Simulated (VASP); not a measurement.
Input of a VASP 6.6.1 run:

File INCAR:

```
SYSTEM = HfO2
ALGO = Normal
EDIFF = 1E-6
ENCUT = 520
ISIF = 2
ISMEAR = -1
LASPH = .TRUE.
LCHARG = .TRUE.
LELF = .TRUE.
LREAL = .FALSE.
LVHAR = .TRUE.
LWAVE = .FALSE.
NBANDS = 56
NELM = 80
PREC = Accurate
SIGMA = 0.05
```

The input KPOINTS:

```
k-points
0
G
  4 4 4
  0 0 0
```

File POSCAR:

```
HfO2
1.0
    5.0483256648      0.0000000000     -0.0103919925
    0.0000000000      5.1422794279      0.0000000000
   -0.8575602248      0.0000000000      5.1449503498
Hf O
4 8
Direct
    0.2778345729      0.4571259286      0.7083682178
    0.7221654271      0.9571259286      0.7916317822
    0.7221654271      0.5428740714      0.2916317822
    0.2778345729      0.0428740714      0.2083682178
    0.0730805882      0.1588102753      0.8375228445
    0.9269194118      0.6588102753      0.6624771555
    0.9269194118      0.8411897247      0.1624771555
    0.0730805882      0.3411897247      0.3375228445
    0.4463150492      0.7414085562      0.9812751985
    0.5536849508      0.2414085562      0.5187248015
    0.5536849508      0.2585914438      0.0187248015
    0.4463150492      0.7585914438      0.4812751985
```

Potentials or basis: VASP PAW LDA potentials, release 64 (Hf_pv, O).

Run with:

```sh
$ cat potpaw_LDA.64/Hf_pv/POTCAR potpaw_LDA.64/O/POTCAR > POTCAR
$ mpirun -np 1 vasp_std > vasp.out
```

Question: What does it give for the band gap on the k mesh?

Answer: 3.91 eV (least direct gap 4.01 eV).

Question: Estimate the pressure.

Answer: -2.7 GPa.

Question: Estimate the largest force.

Answer: 0.069 eV/Å.

Stress tensor (GPa, compression positive):
```
-2.65  0.00 -0.14
 0.00 -2.70  0.00
-0.14  0.00 -2.71
```

Caveat: spin-orbit coupling is left out, which moves the levels of the heavy elements. Expect the measured gap to be larger: semilocal functionals such as LDA lack the derivative discontinuity.
